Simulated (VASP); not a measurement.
# KF (rocksalt type) in VASP: further runs

KF (rocksalt type) is run at these levels: PBE; tasks: electric field gradients.

All numbers are computed with VASP 6.6.1; they aren't measurements. Logs are shortened: lines on timing, memory, paths and dates and some standing lists are left out, and cuts for length are marked.

**1. The cell of the first run**

Symmetry: I4mm, No. 107, tetragonal system. Conventional cell: a = 3.832 Å, b = 3.832 Å, c = 5.420 Å, α = 90.00°, β = 90.00°, γ = 90.00°. Within 3.4 Å of K (site symmetry 4mm) lie 6 F at 2.59 to 2.83 Å. F (site symmetry 4mm) has 6 K at 2.59 to 2.83 Å within 3.4 Å.

**2. Electric field gradients, PBE (atom 1 (K) moved by [0.0, 0.0, 0.12] A)**

Contents of INCAR:

```
SYSTEM = KF
  PREC = Accurate
  ENCUT = 520
  EDIFF = 1E-8
  ISMEAR = -1
  SIGMA = 0.08
  LREAL = .False.
  LASPH = .True.
  NELM = 80
  ALGO = Normal
  ISIF = 2
  LWAVE = .False.
  LCHARG = .False.
  GGA = PE
  LEFG = .True.
  NBANDS = 15
```

Contents of KPOINTS:

```
Automatic mesh
0
Gamma
  16 16 16
  0 0 0
```

Contents of POSCAR:

```
KF
1.0
    0.0000000000      2.7098876288      2.7098876288
    2.7098876288      0.0000000000      2.7098876288
    2.7098876288      2.7098876288      0.0000000000
K F
1 1
Direct
    0.0221411395      0.0221411395     -0.0221411395
    0.5000000000      0.5000000000      0.5000000000
```

Potentials or basis: VASP PAW PBE potentials, release 64 (K_sv, F).

The run is started by

```console
cat potpaw_PBE.64/K_sv/POTCAR potpaw_PBE.64/F/POTCAR > POTCAR
mpirun -np 1 vasp_std > vasp.out
```

OUTCAR:

```text
SYSTEM = KF
   PREC = Accurate
   ENCUT = 520
   EDIFF = 1E-8
   ISMEAR = -1
   LREAL = .False.
   LASPH = .True.
   NELM = 80
   ISIF = 2
   GGA = PE

 ion  position               nearest neighbor table
   1  0.022  0.022  0.978-   2 2.59   2 2.71   2 2.71   2 2.71   2 2.71   2 2.83
   2  0.500  0.500  0.500-   1 2.59   1 2.71   1 2.71   1 2.71   1 2.71   1 2.83

  LATTYP: Found a face centered cubic cell.
 ALAT       =     5.4197752576

  Lattice vectors:

 A1 = (   0.0000000000,   2.7098876288,   2.7098876288)
 A2 = (   2.7098876288,   0.0000000000,   2.7098876288)
 A3 = (   2.7098876288,   2.7098876288,   0.0000000000)

Analysis of symmetry for initial positions (statically):
=====================================================================
 Subroutine PRICEL returns:
 Original cell was already a primitive cell.

 Routine SETGRP: Setting up the symmetry group for a
 face centered cubic supercell.

 Subroutine GETGRP returns: Found  8 space group operations
 (whereof  8 operations were pure point group operations)
 out of a pool of 48 trial point group operations.

The static configuration has the point symmetry C_4v.

Analysis of symmetry for dynamics (positions and initial velocities):
=====================================================================
 Subroutine PRICEL returns:
 Original cell was already a primitive cell.

 Routine SETGRP: Setting up the symmetry group for a
 face centered cubic supercell.

 Subroutine GETGRP returns: Found  8 space group operations
 (whereof  8 operations were pure point group operations)
 out of a pool of 48 trial point group operations.

The dynamic configuration has the point symmetry C_4v.

 Subroutine INISYM returns: Found  8 space group operations
 (whereof  8 operations are pure point group operations),
 and found     1 'primitive' translations

----------------------------------------------------------------------------------------

                                     Primitive cell

  volume of cell :      39.8001

  direct lattice vectors                    reciprocal lattice vectors
     0.000000000  2.709887629  2.709887629    -0.184509496  0.184509496  0.184509496
     2.709887629  0.000000000  2.709887629     0.184509496 -0.184509496  0.184509496
     2.709887629  2.709887629  0.000000000     0.184509496  0.184509496 -0.184509496

[... 136 lines left out ...]
 Fermi energy:        -1.0209081905

 k-point     1 :       0.0000    0.0000    0.0000
  band No.  band energies     occupation
      1     -29.1640      2.00000
      2     -21.5532      2.00000
      3     -12.4430      2.00000
      4     -12.4428      2.00000
      5     -12.4428      2.00000
      6      -2.9251      2.00000
      7      -2.9251      2.00000
      8      -2.9206      2.00000
      9       3.0313      0.00000
     10       7.6525      0.00000
     11       7.6719      0.00000
     12       7.6719      0.00000
     13       9.2668      0.00000
     14       9.3066      0.00000
[... 401 lines left out ...]
      2     -21.6204      2.00000
      3     -12.6941      2.00000
      4     -12.4940      2.00000
      5     -12.4841      2.00000
      6      -3.6361      2.00000
      7      -3.2199      2.00000
      8      -3.2196      2.00000
      9       5.9969      0.00000
     10       7.2870      0.00000
     11       8.9320      0.00000
     12       9.0082      0.00000
     13      11.0688      0.00000
     14      11.1372      0.00000
     15      12.6706      0.00000

 [... further k-points ...]

------------------------ aborting loop because EDIFF is reached ----------------------------------------

  FORCE on cell =-STRESS in cart. coord.  units (eV):
  Direction    XX          YY          ZZ          XY          YZ          ZX
  --------------------------------------------------------------------------------------
  -------------------------------------------------------------------------------------
  Total        0.0001222      0.0001222      0.1585727      0.0000000      0.0000000      0.0000000
  in kB        0.0049184      0.0049184      6.3834442      0.0000000      0.0000000      0.0000000
  external PRESSURE =       2.1310936 kB  Pullay stress =       0.0000000 kB

 VOLUME and BASIS-vectors are now :
 -----------------------------------------------------------------------------
  energy-cutoff  :      520.00
  volume of cell :       39.80
      direct lattice vectors                 reciprocal lattice vectors
     0.000000000  2.709887629  2.709887629    -0.184509496  0.184509496  0.184509496
     2.709887629  0.000000000  2.709887629     0.184509496 -0.184509496  0.184509496
     2.709887629  2.709887629  0.000000000     0.184509496  0.184509496 -0.184509496

 POSITION                                       TOTAL-FORCE (eV/Angst)
 -----------------------------------------------------------------------------------
      2.70989      2.70989      0.12000         0.000000      0.000000     -0.171199
      2.70989      2.70989      2.70989         0.000000      0.000000      0.171199
 -----------------------------------------------------------------------------------
    total drift:                                0.000000      0.000000     -0.000051

  FREE ENERGIE OF THE ION-ELECTRON SYSTEM (eV)
  ---------------------------------------------------
  free  energy   TOTEN  =        -8.2893303113 eV

  energy  without entropy=       -8.2893303112  energy(sigma->0) =       -8.28933031

 Electric field gradients (V/A^2)
---------------------------------------------------------------------
 ion       V_xx      V_yy      V_zz      V_xy      V_xz      V_yz
---------------------------------------------------------------------
   1       0.813     0.813    -1.627     0.000     0.000     0.000
   2       0.543     0.543    -1.086    -0.003    -0.003    -0.003
---------------------------------------------------------------------

 Electric field gradients after diagonalization (V/A^2)
 (convention: |V_zz| > |V_xx| > |V_yy|)
----------------------------------------------------------------------
 ion       V_xx      V_yy      V_zz     asymmetry (V_yy - V_xx)/ V_zz
----------------------------------------------------------------------
   1       0.814     0.813    -1.627       0.000
   2       0.546     0.540    -1.086       0.006
----------------------------------------------------------------------

           NMR quadrupolar parameters

 Cq : quadrupolar parameter    Cq=e*Q*V_zz/h
 eta: asymmetry parameters     (V_yy - V_xx)/ V_zz
 Q  : nuclear electric quadrupole moment in mb (millibarn)
----------------------------------------------------------------------
 ion       Cq(MHz)       eta       Q (mb)
----------------------------------------------------------------------
   1      -0.004       0.000       1.000
   2      -0.003       0.006       1.000
----------------------------------------------------------------------
```

Run time: 97 s. Hardware: 1 thread of Intel Xeon 6975P-C (Granite Rapids), shared host; peak memory 0.31 GiB.

Results:

```yaml
Free_energy: -8.2893 eV
Pressure: 0.2 GPa
Largest_force: 0.171 eV/Å
Band_gap_on_the_k_mesh: 5.95 eV
Largest_electric_field_gradient_by_atom: K -1.6; F -1.1 V/Å²
```

Forces in eV/Å, atoms in the order of the input:
```
K    0.000  0.000 -0.171
F    0.000  0.000  0.171
```

Stress tensor (GPa, compression positive):
```
0.00 0.00 0.00
0.00 0.00 0.00
0.00 0.00 0.64
```

Electric field gradients, principal values (V/Å²):
```csv
atom,least,middle,greatest (by size)
1 K,0.813,0.814,-1.627
2 F,0.540,0.546,-1.086
```

Caveat: the cell differs from its parent crystal (atom 1 (K) moved by [0.0, 0.0, 0.12] A); without QUAD_EFG the Cq values of the log hold for a quadrupole moment of 1 mb, not for the nuclei.

[end of part 1 of 2]
